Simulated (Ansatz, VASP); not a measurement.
This is a calculation of MgS for VASP 6.6.1.

Contents of INCAR:

```
SYSTEM = MgS
ALGO = Normal
EDIFF = 1E-7
ENCUT = 520
GGA = PS
ISIF = 2
ISMEAR = -1
LASPH = .True.
LCHARG = .False.
LREAL = .False.
LWAVE = .False.
NBANDS = 11
NELM = 80
PREC = Accurate
SIGMA = 0.03
```

The input KPOINTS:

```
k-points
0
Gamma
  5 5 5
  0 0 0
```

POSCAR

```
MgS
1.0
    0.0000000000      2.8331200468      2.8331200468
    2.8331200468      0.0000000000      2.8331200468
    2.8331200468      2.8331200468      0.0000000000
S Mg
1 1
Direct
    0.2500000000      0.2500000000      0.2500000000
    0.0000000000      0.0000000000      0.0000000000
```

Potentials or basis: VASP PAW PBE potentials, release 64 (S, Mg).

Launch:

```sh
$ cat potpaw_PBE.64/S/POTCAR potpaw_PBE.64/Mg/POTCAR > POTCAR
$ mpirun -np 1 vasp_std > vasp.out
```

Task: Translate it to Ansatz 0.2.0. Potentials there: all-electron LAPW, scalar-relativistic.

Result: As run (the cutoff follows the program's own potentials):

File input.yaml:

```yaml
crystal:
  lattice:
    - [0.0, 2.8331200468, 2.8331200468]
    - [2.8331200468, 0.0, 2.8331200468]
    - [2.8331200468, 2.8331200468, 0.0]
  atoms:
    - { symbol: S, position: [0.25, 0.25, 0.25] }
    - { symbol: Mg, position: [0.0, 0.0, 0.0] }
kpoints:
  mp_grid: { grid: [5, 5, 5] }
scf:
  occupations: { method: fermi_dirac, width: 0.03 }
hamiltonian:
  xc: pbesol
  pseudopotentials: { kind: all_electron, lapw: { basis_error: 0.001 } }
output:
  forces: true
  stress: true
  eigenvalues: true
```

Potentials or basis: all-electron LAPW, scalar-relativistic.

Command:

```sh
$ ansatz run input.yaml --threads 1 --pin off --max-ram 3072MiB --backend cpu --events-out ev --progress --plain --runs-dir out
```

Both were run:

|  | VASP | Ansatz | Ansatz less VASP |
| --- | --- | --- | --- |
| gap on the k mesh at the Fermi level (eV) | 3.28 | 3.28 | -0.001 |
| least direct gap on the mesh (eV) | 3.28 | 3.28 | -0.001 |
| pressure (GPa) | -0.5 | -0.4 | +0.07 |

VASP's potentials were made for PBE, not for PBEsol. Ansatz ran all-electron here, and VASP with PAW potentials.
